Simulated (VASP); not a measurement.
# NaF (I4/mmm) in VASP: further runs

The runs below take NaF through single point, with PBE.

All numbers are computed with VASP 6.6.1; they aren't measurements. Logs are shortened: lines on timing, memory, paths and dates and some standing lists are left out, and cuts for length are marked.

**1. The cell of the first run**

Symmetry: I4/mmm, No. 139, tetragonal system. Conventional cell: a = 3.335 Å, b = 3.335 Å, c = 4.507 Å, α = 90.00°, β = 90.00°, γ = 90.00°. Na (site symmetry 4/mmm) has 6 F at 2.25 to 2.36 Å within 3.0 Å. F (site symmetry 4/mmm) has 6 Na at 2.25 to 2.36 Å within 3.0 Å.

**2. Single point, PBE (strain +0.015 along x and y, -0.030 along z)**

INCAR reads:

```
PREC = Accurate
ENCUT = 520
EDIFF = 1E-7
ISMEAR = 0
SIGMA = 0.05
LREAL = F
LASPH = T
NELM = 80
ALGO = Normal
ISIF = 2
LWAVE = F
LCHARG = T
GGA = PE
LELF = T
LVHAR = T
NBANDS = 14
```

KPOINTS reads:

```
Automatic mesh
0
Gamma
  8 8 8
```

POSCAR reads:

```
NaF
1.0
    0.0000000000      2.3581495000      2.2536010000
    2.3581495000      0.0000000000      2.2536010000
    2.3581495000      2.3581495000      0.0000000000
Na F
1 1
Direct
    0.0000000000      0.0000000000      0.0000000000
    0.5000000000      0.5000000000      0.5000000000
```

Potentials or basis: VASP PAW PBE potentials, release 64 (Na_pv, F).

Launch:

```sh
cat potpaw_PBE.64/Na_pv/POTCAR potpaw_PBE.64/F/POTCAR > POTCAR
mpirun -np 1 vasp_std > vasp.out
```

OUTCAR:

```text
PREC = Accurate
   ENCUT = 520
   EDIFF = 1E-7
   ISMEAR = 0
   LREAL = F
   LASPH = T
   NELM = 80
   ISIF = 2
   GGA = PE

 ion  position               nearest neighbor table
   1  0.000  0.000  0.000-   2 2.25   2 2.25
   2  0.500  0.500  0.500-   1 2.25   1 2.25

  LATTYP: Found a body centered tetragonal cell.
 ALAT       =     3.3349270050
 C/A-ratio  =     1.3515144389

  Lattice vectors:

 A1 = (   0.0000000000,  -2.3581495000,  -2.2536010000)
 A2 = (   0.0000000000,   2.3581495000,  -2.2536010000)
 A3 = (   2.3581495000,   0.0000000000,   2.2536010000)

Analysis of symmetry for initial positions (statically):
=====================================================================
 Subroutine PRICEL returns:
 Original cell was already a primitive cell.

 Routine SETGRP: Setting up the symmetry group for a
 body centered tetragonal supercell.

 Subroutine GETGRP returns: Found 16 space group operations
 (whereof 16 operations were pure point group operations)
 out of a pool of 16 trial point group operations.

The static configuration has the point symmetry D_4h.

Analysis of symmetry for dynamics (positions and initial velocities):
=====================================================================
 Subroutine PRICEL returns:
 Original cell was already a primitive cell.

 Routine SETGRP: Setting up the symmetry group for a
 body centered tetragonal supercell.

 Subroutine GETGRP returns: Found 16 space group operations
 (whereof 16 operations were pure point group operations)
 out of a pool of 16 trial point group operations.

The dynamic configuration has the point symmetry D_4h.

 Subroutine INISYM returns: Found 16 space group operations
 (whereof 16 operations are pure point group operations),
 and found     1 'primitive' translations

----------------------------------------------------------------------------------------

                                     Primitive cell

  volume of cell :      25.0640

  direct lattice vectors                    reciprocal lattice vectors
     0.000000000  2.358149500  2.253601000    -0.212030662  0.212030662  0.221867136
     2.358149500  0.000000000  2.253601000     0.212030662 -0.212030662  0.221867136
     2.358149500  2.358149500  0.000000000     0.212030662  0.212030662 -0.221867136

  length of vectors
     3.261837907  3.261837907  3.334927005     0.373013444  0.373013444  0.373013444

  position of ions in fractional coordinates (direct lattice)
     0.000000000  0.000000000  0.000000000
     0.500000000  0.500000000  0.500000000

  ion indices of the primitive-cell ions
   primitive index   ion index
                 1           1
                 2           2

----------------------------------------------------------------------------------------

 KPOINTS: Automatic mesh

Automatic generation of k-mesh.
 Grid dimensions read from file:
 generate k-points for:    8    8    8

 Generating k-lattice:

  Cartesian coordinates                     Fractional coordinates (reciprocal lattice)
    -0.026503833  0.026503833  0.027733392     0.125000000 -0.000000000  0.000000000
     0.026503833 -0.026503833  0.027733392    -0.000000000  0.125000000  0.000000000
     0.026503833  0.026503833 -0.027733392     0.000000000  0.000000000  0.125000000

  Length of vectors
     0.046626681  0.046626681  0.046626681

  Shift w.r.t. Gamma in fractional coordinates (k-lattice)
     0.000000000  0.000000000  0.000000000

 Subroutine IBZKPT returns following result:
 ===========================================

 Found     59 irreducible k-points:

 Following reciprocal coordinates:
            Coordinates               Weight
  0.000000  0.000000  0.000000      1.000000
  0.125000 -0.000000  0.000000      8.000000
  0.250000 -0.000000  0.000000      8.000000
  0.375000 -0.000000  0.000000      8.000000
  0.500000 -0.000000  0.000000      4.000000
  0.125000  0.125000  0.000000      2.000000
[... 16 lines left out ...]
  0.250000 -0.000000  0.125000     16.000000
  0.375000 -0.000000  0.125000     16.000000
 [... further k-points ...]
   k-points           NKPTS =     59   k-points in BZ     NKDIM =     59   number of bands    NBANDS=     14
   number of dos      NEDOS =    301   number of ions     NIONS =      2
   total plane-waves  NPLWV =  16128
   dimension x,y,z NGX =    24 NGY =   24 NGZ =   28
   dimension x,y,z NGXF=    48 NGYF=   48 NGZF=   56
   ions per type =               1   1
   NGX,Y,Z   is equivalent  to a cutoff of  12.23, 12.23, 13.96 a.u.
   NGXF,Y,Z  is equivalent  to a cutoff of  24.46, 24.46, 27.92 a.u.
 SYSTEM =  unknown system
   PREC   = accura    normal or accurate (medium, high low for compatibility)
   ISTART =      0    job   : 0-new  1-cont  2-samecut
   ICHARG =      2    charge: 1-file 2-atom 10-const
   ISPIN  =      1    spin polarized calculation?
   LNONCOLLINEAR =      F non collinear calculations
   LSORBIT =      F    spin-orbit coupling
   LASPH  =      T    aspherical Exc in radial PAW
   ENCUT  =  520.0 eV  38.22 Ry    6.18 a.u.   6.06  6.06  6.20*2*pi/ulx,y,z
   NELM   =     80;   NELMIN=  2; NELMDL= -5     # of ELM steps
   EDIFF  = 0.1E-06   stopping-criterion for ELM
   LREAL  =      F    real-space projection
   EDIFFG = 0.1E-05   stopping-criterion for IOM
   NSW    =      0    number of steps for IOM
   IBRION =     -1    ionic relax: 0-MD 1-quasi-New 2-CG
   NFREE  =      0    steps in history (QN), initial steepest desc. (CG)
   ISIF   =      2    stress and relaxation
   ISYM   =      2    0-nonsym 1-usesym 2-fastsym
   POTIM  = 0.5000    time-step for ionic-motion
   TEBEG  =    0.0;   TEEND  =   0.0 temperature during run
   PSTRESS=    0.0 pullay stress
   NELECT =      14.0000    total number of electrons
   NUPDOWN=      -1.0000    fix difference up-down
   EMIN   =  10.00;   EMAX   =-10.00  energy-range for DOS
   EFERMI =   0.00;   METHOD = LEGACY
   ISMEAR =     0;   SIGMA  =   0.05  broadening in eV -4-tet -1-fermi 0-gaus
   EFERMI_NEDOS =   21; number of points for ismear=-14 and -15
   IALGO  =     38    algorithm
   IMIX   =      4    mixing-type and parameters
     AMIX     =   0.40;   BMIX     =  1.00
     AMIX_MAG =   1.60;   BMIX_MAG =  1.00
  volume/ion in A,a.u.               =      12.53        84.57
  Fermi-wavevector in a.u.,A,eV,Ry     =   1.348241  2.547807 24.732051  1.817754
  Thomas-Fermi vector in A             =   2.475926
   LORBIT       =      0    0 simple, 1 ext, 2 COOP (PROOUT), +10 PAW based schemes
   GGA     = PE    functional components
   LHFCALC =     F    Hartree Fock is set to
   AEXX    =    0.0000 exact exchange contribution
   IVDW    =     0    specifies the selected vdW correction
   LEPSILON=     F    determine dielectric tensor
   LRPA    =     F    only Hartree local field effects (RPA)
 non-spin polarized calculation
 Gauss-broadening in eV      SIGMA  =   0.05
  energy-cutoff  :      520.00
  volume of cell :       25.06
 maximum number of plane-waves:       689
   NGX = 13   NGY = 13   NGZ = 13

 number of electron      13.9999990 magnetization

 Free energy of the ion-electron system (eV)
  ---------------------------------------------------
  ext. energy  EPLUGINS =         0.00000000
  ---------------------------------------------------
  free energy    TOTEN  =        -8.55420664 eV

  energy without entropy =       -8.55420664  energy(sigma->0) =       -8.55420664

 E-fermi :  -1.8927     XC(G=0):  -9.1164

 val. band max:       -2.1160705004   @ k =   0.0000   0.0000   0.0000
 cond. band min:       4.1386820652   @ k =   0.0000   0.0000   0.0000
 fundamental gap:      6.2547525656
 Fermi energy:        -1.8927183164

 k-point     1 :       0.0000    0.0000    0.0000
  band No.  band energies     occupation
      1     -21.2802      2.00000
      2     -21.0838      2.00000
      3     -21.0838      2.00000
      4     -21.0686      2.00000
      5      -2.1198      2.00000
      6      -2.1161      2.00000
      7      -2.1161      2.00000
      8       4.1387      0.00000
      9      16.7217      0.00000
     10      16.7217      0.00000
     11      17.0343      0.00000
     12      19.6770      0.00000
     13      21.1768      0.00000
     14      22.5003      0.00000

 k-point     2 :       0.1250   -0.0000    0.0000
  band No.  band energies     occupation
      1     -21.4923      2.00000
      2     -21.0864      2.00000
      3     -21.0770      2.00000
      4     -20.8443      2.00000
      5      -2.4099      2.00000
      6      -2.1566      2.00000
      7      -2.1535      2.00000
      8       4.6818      0.00000
      9      15.0920      0.00000
     10      16.9324      0.00000
     11      17.1801      0.00000
     12      20.6645      0.00000
     13      21.5073      0.00000
     14      21.8587      0.00000

 k-point     3 :       0.2500   -0.0000    0.0000
  band No.  band energies     occupation
      1     -21.7225      2.00000
      2     -21.0926      2.00000
      3     -21.0796      2.00000
      4     -20.5644      2.00000
      5      -3.0047      2.00000
      6      -2.2530      2.00000
      7      -2.2372      2.00000
      8       5.9955      0.00000
      9      12.9950      0.00000
     10      17.3464      0.00000
     11      17.7852      0.00000
     12      20.1218      0.00000
     13      21.0003      0.00000
     14      22.1925      0.00000

 k-point     4 :       0.3750   -0.0000    0.0000
  band No.  band energies     occupation
      1     -21.8721      2.00000
      2     -21.0988      2.00000
      3     -21.0822      2.00000
      4     -20.3642      2.00000
      5      -3.5023      2.00000
      6      -2.3474      2.00000
      7      -2.3195      2.00000
      8       7.5641      0.00000
      9      11.3001      0.00000
     10      17.5121      0.00000
     11      18.2606      0.00000
     12      20.2099      0.00000
     13      20.8094      0.00000
     14      21.7849      0.00000

 k-point     5 :       0.5000   -0.0000    0.0000
  band No.  band energies     occupation
      1     -21.9239      2.00000
      2     -21.1014      2.00000
      3     -21.0833      2.00000
      4     -20.2916      2.00000
      5      -3.6894      2.00000
      6      -2.3859      2.00000
      7      -2.3533      2.00000
      8       8.6168      0.00000
      9      10.2822      0.00000
     10      17.4992      0.00000
     11      18.3668      0.00000
[... 276 lines left out ...]
 k-point    22 :       0.1250    0.0000    0.1250
  band No.  band energies     occupation
      1     -21.4763      2.00000
      2     -21.0898      2.00000
      3     -21.0766      2.00000
      4     -20.8580      2.00000
      5      -2.4491      2.00000
      6      -2.1842      2.00000
      7      -2.1709      2.00000
      8       4.8410      0.00000
      9      14.9314      0.00000
     10      16.9327      0.00000
     11      17.1101      0.00000
     12      19.5866      0.00000
     13      22.3088      0.00000
     14      22.5562      0.00000

 k-point    23 :       0.2500   -0.0000    0.1250
  band No.  band energies     occupation
      1     -21.6246      2.00000
      2     -21.0959      2.00000
      3     -21.0841      2.00000
      4     -20.6724      2.00000
      5      -2.8667      2.00000
      6      -2.2688      2.00000
      7      -2.2517      2.00000
      8       5.8714      0.00000
      9      13.4282      0.00000
     10      17.1521      0.00000
     11      17.3480      0.00000
     12      18.5607      0.00000
     13      22.3666      0.00000
     14      23.6916      0.00000

 k-point    24 :       0.3750   -0.0000    0.1250
  band No.  band energies     occupation
      1     -21.7737      2.00000
      2     -21.1040      2.00000
      3     -21.0902      2.00000
      4     -20.4741      2.00000
      5      -3.3183      2.00000
      6      -2.3983      2.00000
      7      -2.3374      2.00000
      8       7.3538      0.00000
      9      11.8754      0.00000
     10      16.7077      0.00000
     11      17.7107      0.00000
     12      18.7690      0.00000
     13      22.0094      0.00000
     14      23.5511      0.00000

 [... further k-points ...]

------------------------ aborting loop because EDIFF is reached ----------------------------------------

  FORCE on cell =-STRESS in cart. coord.  units (eV):
  Direction    XX          YY          ZZ          XY          YZ          ZX
  --------------------------------------------------------------------------------------
  -------------------------------------------------------------------------------------
  Total        0.0734310      0.0734310      0.7385321      0.0000000      0.0000000      0.0000000
  in kB        4.6939711      4.6939711     47.2095934      0.0000000      0.0000000      0.0000000
  external PRESSURE =      18.8658452 kB  Pullay stress =       0.0000000 kB

 VOLUME and BASIS-vectors are now :
 -----------------------------------------------------------------------------
  energy-cutoff  :      520.00
  volume of cell :       25.06
      direct lattice vectors                 reciprocal lattice vectors
     0.000000000  2.358149500  2.253601000    -0.212030662  0.212030662  0.221867136
     2.358149500  0.000000000  2.253601000     0.212030662 -0.212030662  0.221867136
     2.358149500  2.358149500  0.000000000     0.212030662  0.212030662 -0.221867136

 POSITION                                       TOTAL-FORCE (eV/Angst)
 -----------------------------------------------------------------------------------
      0.00000      0.00000      0.00000         0.000000     -0.000000      0.000000
      2.35815      2.35815      2.25360        -0.000000      0.000000     -0.000000
 -----------------------------------------------------------------------------------
    total drift:                                0.000000     -0.000000      0.000000

  FREE ENERGIE OF THE ION-ELECTRON SYSTEM (eV)
  ---------------------------------------------------
  free  energy   TOTEN  =        -8.5542066377 eV

  energy  without entropy=       -8.5542066377  energy(sigma->0) =       -8.55420664
```

Run time: 8.7 s. Hardware: 1 thread of Intel Xeon 6975P-C (Granite Rapids), shared host; peak memory 0.13 GiB.

What came out:

```
Free energy            : -8.5542 eV
Pressure               : 1.9 GPa
Band gap on the k mesh : 6.25 eV, direct
```

Stress tensor (GPa, compression positive):
```
0.47 0.00 0.00
0.00 0.47 0.00
0.00 0.00 4.72
```

Caveat: the cell differs from its parent crystal (strain +0.015 along x and y, -0.030 along z).

(Continued in part 2 of 2.)
